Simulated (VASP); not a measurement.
Wanted: the native input for a VASP 6.6.1 run.

* Task: electric field gradients
* Functional: PBEsol
* Potentials or basis: VASP PAW PBE potentials, release 64 (Cd, I)
* Cutoff: 400 eV
* k mesh: 8 × 8 × 5
* Occupations: fermi-dirac, width 0.03 eV
* Spin: no spin polarisation
* Dipole correction: no
* Further INCAR settings: ALGO = Normal; EDIFF = 1e-08; NBANDS = 20

The structure of CdI2 lies in POSCAR:

```
CdI2
1.0
    4.2439992147      0.0000000000      0.0000000000
   -2.1219996073      3.6754111335      0.0000000000
    0.0000000000      0.0000000000      6.9961800000
Cd I
1 2
Direct
    0.0000000000      0.0000000000      0.0000000000
    0.3333333333      0.6666666667      0.2492000000
    0.6666666667      0.3333333333      0.7508000000
```

This cell differs from its parent crystal: zz strain of +2 %.

These files were run (other wordings do the same):

INCAR

```
SYSTEM = CdI2
  PREC = Accurate
  ENCUT = 400
  EDIFF = 1E-8
  ISMEAR = -1
  SIGMA = 0.03
  LREAL = .False.
  LASPH = .True.
  NELM = 120
  ALGO = Normal
  ISIF = 2
  LWAVE = .False.
  LCHARG = .False.
  GGA = PS
  LEFG = .True.
  NBANDS = 20
  GGA_COMPAT = .False.
```

KPOINTS

```
Automatic mesh
0
Gamma
  8 8 5
  0 0 0
```

Potentials or basis: VASP PAW PBE potentials, release 64 (Cd, I).

Launch:

```sh
$ cat potpaw_PBE.64/Cd/POTCAR potpaw_PBE.64/I/POTCAR > POTCAR
$ mpirun -np 1 vasp_std > vasp.out
```

It gave:

```yaml
Pressure: -1.1 GPa
Largest_force: 0.219 eV/Å
Band_gap_on_the_k_mesh: 2.21 eV (least direct gap 2.43 eV)
Largest_electric_field_gradient_by_atom: Cd -1.2; I -35.5 V/Å²
```

Caveat: the cell differs from its parent crystal (zz strain of +2 %); without QUAD_EFG the Cq values of the log hold for a quadrupole moment of 1 mb, not for the nuclei; the PAW data sets were made with another functional, which shifts forces and pressure a little; spin-orbit coupling is left out, which moves the levels of the heavy elements; an odd mesh through Γ misses points on the zone boundary, where band edges can lie; this functional lacks dispersion, which binds the layers, so the pressure and a relaxed spacing across them are unreliable.

Run time: 79 s on 1 thread of AMD EPYC 7R13 (shared host), peak memory 0.18 GiB.
